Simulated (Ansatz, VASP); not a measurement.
One calculation of Hg, two programs

```
Hg
1.0
     1.74632    1.00824    2.14788
    -1.74632    1.00824    2.14788
     0.00000   -2.01648    2.14788
Hg
1
Cartesian
  -1.7463 1.0082 2.1479
```

Alike in both runs: task single point; functional LDA; k mesh 11 × 11 × 11; occupations fermi-dirac, width 0.1 eV; no spin polarisation.

```csv
,VASP,Ansatz
version,VASP 6.6.1,Ansatz 0.2.0
potentials or method,"VASP PAW LDA potentials, release 64 (Hg_sv_GW), cutoff 500 eV","plane waves (420 eV) with PAW, scalar-relativistic"
valence electrons in the cell,20,20
```

|  | VASP | Ansatz | Ansatz less VASP |
| --- | --- | --- | --- |
| pressure (GPa) | -1.1 | 0.0 | +1.14 |
| traceless stress, the component that is largest in VASP (GPa) | 0.11 | -0.03 | -0.134 |

Ansatz warns that its potentials were made for another functional, while VASP's fit it. LDA's correlation is that of Perdew and Zunger in VASP and of Perdew and Wang (1992) in Ansatz.

Neither program's run includes spin-orbit coupling.
